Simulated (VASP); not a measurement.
# Pb (Fm-3m) in VASP: further runs, part 2 of 2

VASP 6.6.1.

## (4) Single point, LDA

Contents of INCAR:

```
  PREC = Accurate
  ENCUT = 520
  EDIFF = 1E-6
  ISMEAR = 1
  SIGMA = 0.3
  LREAL = False
  LASPH = True
  NELM = 100
  ALGO = Normal
  ISIF = 2
  LWAVE = False
  LCHARG = False
  NBANDS = 13
```

Contents of KPOINTS:

```
Automatic mesh
0
Gamma
  11 11 11
```

Contents of POSCAR:

```
Pb
1.0
    0.0000000000      2.4375492138      2.4375492138
    2.4375492138      0.0000000000      2.4375492138
    2.4375492138      2.4375492138      0.0000000000
Pb
1
Direct
    0.0000000000      0.0000000000      0.0000000000
```

Potentials or basis: VASP PAW LDA potentials, release 64 (Pb_d).

The run is started by

```console
> cat potpaw_LDA.64/Pb_d/POTCAR > POTCAR
> mpirun -np 1 vasp_std > vasp.out
```

OUTCAR:

```text
PREC = Accurate
   ENCUT = 520
   EDIFF = 1E-6
   ISMEAR = 1
   LREAL = False
   LASPH = True
   NELM = 100
   ISIF = 2

 ion  position               nearest neighbor table
   1  0.000  0.000  0.000-

  LATTYP: Found a face centered cubic cell.
 ALAT       =     4.8750984276

  Lattice vectors:

 A1 = (   0.0000000000,   2.4375492138,   2.4375492138)
 A2 = (   2.4375492138,   0.0000000000,   2.4375492138)
 A3 = (   2.4375492138,   2.4375492138,   0.0000000000)

Analysis of symmetry for initial positions (statically):
=====================================================================
 Subroutine PRICEL returns:
 Original cell was already a primitive cell.

 Routine SETGRP: Setting up the symmetry group for a
 face centered cubic supercell.

 Subroutine GETGRP returns: Found 48 space group operations
 (whereof 48 operations were pure point group operations)
 out of a pool of 48 trial point group operations.

The static configuration has the point symmetry O_h .

Analysis of symmetry for dynamics (positions and initial velocities):
=====================================================================
 Subroutine PRICEL returns:
 Original cell was already a primitive cell.

 Routine SETGRP: Setting up the symmetry group for a
 face centered cubic supercell.

 Subroutine GETGRP returns: Found 48 space group operations
 (whereof 48 operations were pure point group operations)
 out of a pool of 48 trial point group operations.

The dynamic configuration has the point symmetry O_h .

 Subroutine INISYM returns: Found 48 space group operations
 (whereof 48 operations are pure point group operations),
 and found     1 'primitive' translations

----------------------------------------------------------------------------------------

                                     Primitive cell

  volume of cell :      28.9661

  direct lattice vectors                    reciprocal lattice vectors
     0.000000000  2.437549214  2.437549214    -0.205124064  0.205124064  0.205124064
     2.437549214  0.000000000  2.437549214     0.205124064 -0.205124064  0.205124064
     2.437549214  2.437549214  0.000000000     0.205124064  0.205124064 -0.205124064

  length of vectors
     3.447215157  3.447215157  3.447215157     0.355285300  0.355285300  0.355285300

  position of ions in fractional coordinates (direct lattice)
     0.000000000  0.000000000  0.000000000

  ion indices of the primitive-cell ions
   primitive index   ion index
                 1           1

----------------------------------------------------------------------------------------

 KPOINTS: Automatic mesh

Automatic generation of k-mesh.
 Grid dimensions read from file:
 generate k-points for:   11   11   11

 Generating k-lattice:

  Cartesian coordinates                     Fractional coordinates (reciprocal lattice)
    -0.018647642  0.018647642  0.018647642     0.090909091  0.000000000  0.000000000
     0.018647642 -0.018647642  0.018647642     0.000000000  0.090909091  0.000000000
     0.018647642  0.018647642 -0.018647642     0.000000000  0.000000000  0.090909091

  Length of vectors
     0.032298664  0.032298664  0.032298664

  Shift w.r.t. Gamma in fractional coordinates (k-lattice)
     0.000000000  0.000000000  0.000000000

 Subroutine IBZKPT returns following result:
 ===========================================

 Found     56 irreducible k-points:

 Following reciprocal coordinates:
            Coordinates               Weight
  0.000000  0.000000  0.000000      1.000000
  0.090909  0.000000  0.000000      8.000000
  0.181818  0.000000  0.000000      8.000000
  0.272727  0.000000  0.000000      8.000000
  0.363636  0.000000  0.000000      8.000000
  0.454545  0.000000  0.000000      8.000000
[... 16 lines left out ...]
 -0.272727  0.181818  0.000000     24.000000
 -0.181818  0.181818  0.000000     12.000000
 [... further k-points ...]
   k-points           NKPTS =     56   k-points in BZ     NKDIM =     56   number of bands    NBANDS=     13
   number of dos      NEDOS =    301   number of ions     NIONS =      1
   total plane-waves  NPLWV =  21952
   dimension x,y,z NGX =    28 NGY =   28 NGZ =   28
   dimension x,y,z NGXF=    56 NGYF=   56 NGZF=   56
   ions per type =               1
   NGX,Y,Z   is equivalent  to a cutoff of  13.50, 13.50, 13.50 a.u.
   NGXF,Y,Z  is equivalent  to a cutoff of  27.01, 27.01, 27.01 a.u.
 SYSTEM =  unknown system
   PREC   = accura    normal or accurate (medium, high low for compatibility)
   ISTART =      0    job   : 0-new  1-cont  2-samecut
   ICHARG =      2    charge: 1-file 2-atom 10-const
   ISPIN  =      1    spin polarized calculation?
   LNONCOLLINEAR =      F non collinear calculations
   LSORBIT =      F    spin-orbit coupling
   LASPH  =      T    aspherical Exc in radial PAW
   ENCUT  =  520.0 eV  38.22 Ry    6.18 a.u.   6.41  6.41  6.41*2*pi/ulx,y,z
   NELM   =    100;   NELMIN=  2; NELMDL= -5     # of ELM steps
   EDIFF  = 0.1E-05   stopping-criterion for ELM
   LREAL  =      F    real-space projection
   EDIFFG = 0.1E-04   stopping-criterion for IOM
   NSW    =      0    number of steps for IOM
   IBRION =     -1    ionic relax: 0-MD 1-quasi-New 2-CG
   NFREE  =      0    steps in history (QN), initial steepest desc. (CG)
   ISIF   =      2    stress and relaxation
   ISYM   =      2    0-nonsym 1-usesym 2-fastsym
   POTIM  = 0.5000    time-step for ionic-motion
   TEBEG  =    0.0;   TEEND  =   0.0 temperature during run
   PSTRESS=    0.0 pullay stress
   NELECT =      14.0000    total number of electrons
   NUPDOWN=      -1.0000    fix difference up-down
   EMIN   =  10.00;   EMAX   =-10.00  energy-range for DOS
   EFERMI =   0.00;   METHOD = LEGACY
   ISMEAR =     1;   SIGMA  =   0.30  broadening in eV -4-tet -1-fermi 0-gaus
   EFERMI_NEDOS =   21; number of points for ismear=-14 and -15
   IALGO  =     38    algorithm
   IMIX   =      4    mixing-type and parameters
     AMIX     =   0.40;   BMIX     =  1.00
     AMIX_MAG =   1.60;   BMIX_MAG =  1.00
  volume/ion in A,a.u.               =      28.97       195.47
  Fermi-wavevector in a.u.,A,eV,Ry     =   1.284756  2.427838 22.457762  1.650599
  Thomas-Fermi vector in A             =   2.416931
   LORBIT       =      0    0 simple, 1 ext, 2 COOP (PROOUT), +10 PAW based schemes
   GGA     = CA    functional components
   LHFCALC =     F    Hartree Fock is set to
   AEXX    =    0.0000 exact exchange contribution
   IVDW    =     0    specifies the selected vdW correction
   LEPSILON=     F    determine dielectric tensor
   LRPA    =     F    only Hartree local field effects (RPA)
 non-spin polarized calculation
 Methfessel and Paxton  Order N= 1 SIGMA  =   0.30
  energy-cutoff  :      520.00
  volume of cell :       28.97
 maximum number of plane-waves:       793
 NGX is ok and might be reduce to    28
   NGX = 13   NGY = 13   NGZ = 13

 number of electron      13.9999999 magnetization

 Free energy of the ion-electron system (eV)
  ---------------------------------------------------
  ext. energy  EPLUGINS =         0.00000000
  ---------------------------------------------------
  free energy    TOTEN  =        -4.25776189 eV

  energy without entropy =       -4.26202519  energy(sigma->0) =       -4.25918299

 E-fermi :   7.6155     XC(G=0): -10.6763

 val. band max:        7.3495577634   @ k =  -0.4545   0.3636   0.0000
 cond. band min:       7.6725066205   @ k =   0.2727   0.0000   0.0000
 fundamental gap:      0.3229488571
 Fermi energy:         7.6154934215

 k-point     1 :       0.0000    0.0000    0.0000
  band No.  band energies     occupation
      1      -9.5160      2.00000
      2      -9.5160      2.00000
      3      -9.5160      2.00000
      4      -9.3522      2.00000
      5      -9.3522      2.00000
      6      -4.5514      2.00000
      7      15.2482      0.00000
      8      15.2482      0.00000
      9      15.2482      0.00000
     10      17.3858      0.00000
     11      19.5910      0.00000
     12      20.3938      0.00000
     13      20.3938      0.00000
[... 353 lines left out ...]
 k-point    24 :      -0.1818    0.1818    0.0000
  band No.  band energies     occupation
      1      -9.5112      2.00000
      2      -9.4781      2.00000
      3      -9.4054      2.00000
      4      -9.3873      2.00000
      5      -9.2734      2.00000
      6      -2.7824      2.00000
      7       8.4396     -0.00072
      8      10.1081     -0.00000
      9      14.6409      0.00000
     10      17.4437      0.00000
     11      18.9064      0.00000
     12      20.1843      0.00000
     13      21.0344      0.00000

 [... further k-points ...]

------------------------ aborting loop because EDIFF is reached ----------------------------------------

  FORCE on cell =-STRESS in cart. coord.  units (eV):
  Direction    XX          YY          ZZ          XY          YZ          ZX
  --------------------------------------------------------------------------------------
  -------------------------------------------------------------------------------------
  Total       -0.0114643     -0.0114643     -0.0114643     -0.0000000     -0.0000000      0.0000000
  in kB       -0.6341166     -0.6341166     -0.6341166     -0.0000000     -0.0000000      0.0000000
  external PRESSURE =      -0.6341166 kB  Pullay stress =       0.0000000 kB

 VOLUME and BASIS-vectors are now :
 -----------------------------------------------------------------------------
  energy-cutoff  :      520.00
  volume of cell :       28.97
      direct lattice vectors                 reciprocal lattice vectors
     0.000000000  2.437549214  2.437549214    -0.205124064  0.205124064  0.205124064
     2.437549214  0.000000000  2.437549214     0.205124064 -0.205124064  0.205124064
     2.437549214  2.437549214  0.000000000     0.205124064  0.205124064 -0.205124064

 POSITION                                       TOTAL-FORCE (eV/Angst)
 -----------------------------------------------------------------------------------
      0.00000      0.00000      0.00000         0.000000      0.000000      0.000000
 -----------------------------------------------------------------------------------
    total drift:                               -0.000000     -0.000000     -0.000000

  FREE ENERGIE OF THE ION-ELECTRON SYSTEM (eV)
  ---------------------------------------------------
  free  energy   TOTEN  =        -4.2577618852 eV

  energy  without entropy=       -4.2620251896  energy(sigma->0) =       -4.25918299
```

OSZICAR:

```text
N       E                     dE             d eps       ncg     rms          rms(c)
DAV:   1     0.107580327181E+03    0.10758E+03   -0.71415E+03  1461   0.128E+03
DAV:   2     0.918375211996E+00   -0.10666E+03   -0.10279E+03  1531   0.315E+02
DAV:   3    -0.415683223101E+01   -0.50752E+01   -0.50593E+01  1789   0.742E+01
DAV:   4    -0.426964362345E+01   -0.11281E+00   -0.11278E+00  1775   0.117E+01
DAV:   5    -0.427491905914E+01   -0.52754E-02   -0.52752E-02  2096   0.236E+00    0.598E-01
DAV:   6    -0.426165101083E+01    0.13268E-01   -0.15922E-02  1801   0.230E+00    0.283E-01
DAV:   7    -0.425805611246E+01    0.35949E-02   -0.63446E-03  1876   0.132E+00    0.851E-02
DAV:   8    -0.425776263214E+01    0.29348E-03   -0.36880E-04  2144   0.326E-01    0.825E-03
DAV:   9    -0.425776188517E+01    0.74697E-06   -0.70056E-06  2029   0.452E-02
   1 F= -.42577619E+01 E0= -.42591830E+01  d E =0.426330E-02
```

Wall time 10 s (1 thread of Intel Xeon 6975P-C, shared host); peak memory 0.15 GiB.

Results:

```yaml
Free_energy: -4.2578 eV
Pressure: -0.1 GPa
Band_gap_on_the_k_mesh: zero (band 7 reaches 15.25 eV, above the bottom of band 8 at 6.00 eV)
```

Levels at points of the mesh, in eV from the Fermi level:
| k point | band 5 | band 6 | band 7 | band 8 | band 9 | band 10 |
| --- | --- | --- | --- | --- | --- | --- |
| (0.00, 0.00, 0.00) | -16.97 | -12.17 | 7.63 | 7.63 | 7.63 | 9.77 |

Caveat: spin-orbit coupling is left out, which moves the levels of the heavy elements.

## (5) Single point, LDA

Contents of INCAR:

```
SYSTEM = Pb
PREC     = Accurate       ! precision mode
ENCUT    = 520            ! plane-wave cutoff, eV
EDIFF    = 1E-6           ! SCF threshold, eV
ISMEAR   = 1              ! smearing method
SIGMA    = 0.6            ! smearing width, eV
LREAL    = .FALSE.        ! projectors in reciprocal space
LASPH    = .TRUE.         ! aspherical terms in the spheres
NELM     = 60             ! most SCF steps
ALGO     = Normal         ! electronic algorithm
ISIF     = 2              ! what is computed and relaxed
LWAVE    = .FALSE.        ! write WAVECAR
LCHARG   = .TRUE.         ! write CHGCAR
LELF     = .TRUE.         ! ELF
LVHAR    = .TRUE.       
NBANDS   = 13             ! bands
```

Contents of KPOINTS:

```
regular mesh
0
G
  11 11 11
  0 0 0
```

POSCAR is that of step 4.

The run is started by

```console
> cat potpaw_LDA.64/Pb_d/POTCAR > POTCAR
> mpirun -np 1 vasp_std > vasp.out
```

Run time: 9.1 s. Hardware: 1 thread of Intel Xeon 6975P-C, shared host; peak memory 0.15 GiB.

Results (log left out):

| Quantity | Value |
| --- | --- |
| Free energy | -4.2537 eV |
| Pressure | 0.1 GPa |
| Band gap on the k mesh | zero (band 7 reaches 15.25 eV, above the bottom of band 8 at 6.00 eV) |

Levels at points of the mesh, in eV from the Fermi level:
```csv
k point,band 4,band 5,band 6,band 7,band 8,band 9,band 10,band 11
"(0.00, 0.00, 0.00)",-16.93,-16.93,-12.13,7.67,7.67,7.67,9.80,12.01
```

Caveat: spin-orbit coupling is left out, which moves the levels of the heavy elements.

## (6) Overview

| smearing | gap on the mesh (eV) | pressure (GPa) |
| --- | --- | --- |
| methfessel-paxton 0.01 eV | none | 0.1 |
| methfessel-paxton 0.03 eV | none | 0.1 |
| methfessel-paxton 0.3 eV | none | -0.1 |
| methfessel-paxton 0.6 eV | none | 0.1 |

Alike in all rows: task single point; level LDA; potentials or basis VASP PAW LDA potentials, release 64 (Pb_d); no spin polarisation; cell as given; k mesh 11 × 11 × 11; cutoff (eV) 520.

Every run on the cell as given and a fine mesh finds a metal.

Caveats: spin-orbit coupling is left out, which moves the levels of the heavy elements.

Absolute energies hang on the potentials; compare differences alone.
